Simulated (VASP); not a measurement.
A run of VASP 6.6.1 is set up as follows.

INCAR

```
ALGO     = Normal         # electronic algorithm
EDIFF    = 1E-6           # SCF threshold, eV
ENCUT    = 500            # plane-wave cutoff, eV
GGA      = PS             # functional
GGA_COMPAT= F            
ISIF     = 2              # what is computed and relaxed
ISMEAR   = 0              # smearing method
LASPH    = T              # aspherical terms in the spheres
LCHARG   = T              # write CHGCAR
LELF     = T              # ELF
LREAL    = F              # projectors in reciprocal space
LVHAR    = T            
LWAVE    = F              # write WAVECAR
NBANDS   = 22             # bands
NELM     = 120            # most SCF steps
PREC     = Accurate       # precision mode
SIGMA    = 0.15           # smearing width, eV
```

The input KPOINTS:

```
k-points
0
Gamma
  12 12 12
```

The input POSCAR:

```
Sb
1.0
    2.1183413270      1.2230249354      3.8563200000
   -2.1183413270      1.2230249354      3.8563200000
    0.0000000000     -2.4460498707      3.8563200000
Sb
2
Direct
    0.2336400000      0.2336400000      0.2336400000
    0.7663600000      0.7663600000      0.7663600000
```

Potentials or basis: VASP PAW PBE potentials, release 64 (Sb_d_GW).

Command:

```bash
$ cat potpaw_PBE.64/Sb_d_GW/POTCAR > POTCAR
$ mpirun -np 1 vasp_std > vasp.out
```

(1) Estimate the pressure.

(2) What does it give for the largest force?

Results:

(1) 0.6 GPa.

(2) 0.125 eV/Å.

Caveat: the cell differs from its parent crystal (strain -0.015 along x and y, +0.030 along z); the PAW data sets were made with another functional, which shifts forces and pressure a little.
